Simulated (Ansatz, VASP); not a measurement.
## Two plane-wave programs on SnO

```
Sn O
1.0
     3.86924    0.00000    0.00000
     0.00000    3.86924    0.00000
     0.00000    0.00000    4.23565
Sn O
2 2
Direct
  0.00000 0.50000 0.24575
  0.50000 0.00000 0.75425
  0.00000 0.00000 0.00000
  0.50000 0.50000 0.00000
```

Alike in both runs: task single point; functional LDA; k mesh 12 × 12 × 10; occupations gaussian, width 0.15 eV; no spin polarisation.

|  | VASP | Ansatz |
| --- | --- | --- |
| version | VASP 6.6.1 | Ansatz 0.2.0 |
| potentials or method | VASP PAW LDA potentials, release 64 (Sn_d, O), cutoff 520 eV | scalar-relativistic, plane waves, PAW |
| valence electrons in the cell | 40 | 40 |

Ansatz gave:

* gap on the k mesh at the Fermi level (eV): 0.29
* least direct gap on the mesh (eV): 1.49
* pressure (GPa): 2.3
* traceless stress, the component that is largest in VASP (GPa): 4.95
* rms of the force components (eV/Å): 0.338

Problem. Estimate VASP's values.

Solution. gap on the k mesh at the Fermi level (eV): 0.26; least direct gap on the mesh (eV): 1.46; pressure (GPa): 2.8; traceless stress, the component that is largest in VASP (GPa): 4.89; rms of the force components (eV/Å): 0.385.

LDA's correlation is that of Perdew and Zunger in VASP and of Perdew and Wang (1992) in Ansatz. Atom by atom the forces differ by 0.047 eV/Å (rms over components).
